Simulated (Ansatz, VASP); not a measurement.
**AlN: VASP beside Ansatz**

```
Al N
1.0
     2.18490   -2.18490    0.00000
     2.18490    0.00000   -2.18490
     9.10361    8.55760    8.55760
Al N
6 6
Direct
  0.96703 0.96703 0.39580
  0.31425 0.31425 0.22913
  0.61981 0.61981 0.56247
  0.92538 0.92538 0.89580
  0.27260 0.27260 0.72913
  0.66146 0.66146 0.06247
  0.63023 0.63023 0.43747
  0.97744 0.97744 0.27080
  0.28301 0.28301 0.60413
  0.58858 0.58858 0.93747
  0.93579 0.93579 0.77080
  0.32466 0.32466 0.10413
```

Alike in both runs: task single point; functional r2SCAN; k mesh 8 × 8 × 2; occupations gaussian, width 0.05 eV; no spin polarisation.

|  | VASP | Ansatz |
| --- | --- | --- |
| version | VASP 6.6.1 | Ansatz 0.2.0 |
| potentials or method | VASP PAW PBE potentials, release 64 (Al, N), cutoff 520 eV | scalar-relativistic, plane waves, PAW |
| valence electrons in the cell | 48 | 48 |

Ansatz gave:

- gap on the k mesh at the Fermi level (eV): 3.68
- least direct gap on the mesh (eV): 4.13
- pressure (GPa): -0.2
- traceless stress, the component that is largest in VASP (GPa): -2.99
- rms of the force components (eV/Å): 0.241

Question: Which values does VASP return?

Answer: gap on the k mesh at the Fermi level (eV): 3.67; least direct gap on the mesh (eV): 4.12; pressure (GPa): -0.6; traceless stress, the component that is largest in VASP (GPa): -3.01; rms of the force components (eV/Å): 0.241.

VASP's potentials were made for PBE, not for r2SCAN. Atom by atom the forces differ by 0.002 eV/Å (rms over components). The functional is the same, so the differences come from potentials, cutoffs and numerics.
